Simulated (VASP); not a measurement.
A run of VASP 6.6.1 is set up as follows.

Contents of INCAR:

```
SYSTEM = Ir12Cl
PREC = Accurate ; ENCUT = 520
EDIFF = 1E-6 ; ISMEAR = -1
SIGMA = 0.05 ; LREAL = .FALSE.
LASPH = .TRUE. ; NELM = 60
ALGO = Normal ; ISIF = 2
LWAVE = .FALSE. ; LCHARG = .FALSE.
GGA = PE ; IVDW = 12
NBANDS = 70
```

The input KPOINTS:

```
Automatic mesh
0
G
  3 3 1
  0 0 0
```

File POSCAR:

```
Ir12Cl
1.0
    5.4305800000      0.0000000000      0.0000000000
    2.7152900000      4.7030200000      0.0000000000
    0.0000000000      0.0000000000     16.4340500000
Ir Cl
12 1
Direct
    0.1666622785      0.1666588703      0.0608492733
    0.6666641199      0.1666588703      0.0608492733
    0.1666734694      0.6666567440      0.0608492733
    0.6666753109      0.6666567440      0.0608492733
   -0.1979325346      0.3483931601      0.1928130923
    0.3292756091      0.3082700052      0.1800712545
   -0.1696034966      0.8208130095      0.1889552484
    0.3090548496      0.8303175406      0.1810448429
    0.0183713444      0.0068254016      0.3230913865
    0.5008417124      0.0060174101      0.3284339527
    0.0231036299      0.4915990151      0.3346831730
    0.5220984757      0.5238123589      0.3264989458
    1.1651595000     -0.7788825053      0.4489033440
```

Potentials or basis: VASP PAW PBE potentials, release 64 (Ir, Cl).

Command:

```bash
$ cat potpaw_PBE.64/Ir/POTCAR potpaw_PBE.64/Cl/POTCAR > POTCAR
$ mpirun -np 1 vasp_std > vasp.out
```

Q: What does it give for the dispersion energy per atom?

A: -0.475 eV.

Q: What does it give for the band gap on the k mesh?

A: Zero (an odd number of electrons rules out a gap without spin polarisation).

Forces in eV/Å, atoms in the order of the input:
```
Ir  -1.406  0.024 -2.208
Ir   0.349 -0.297 -1.365
Ir  -1.039 -0.170 -2.351
Ir   0.016 -0.285 -1.087
Ir   1.199 -1.196  0.069
Ir   0.849  1.473  4.192
Ir   0.065  0.530  2.745
Ir   1.339  0.032  3.334
Ir  -1.182 -0.498 -0.773
Ir   1.218 -0.517 -1.239
Ir  -0.205  1.999 -1.792
Ir  -1.351 -0.522 -0.586
Cl   0.149 -0.573  1.061
```

Caveat: the k points lie up to 0.45 Å⁻¹ apart, too coarse for converged energies and pressures of a metal; there is no dipole correction, which matters where the two faces differ; spin-orbit coupling is left out, which moves the levels of the heavy elements.
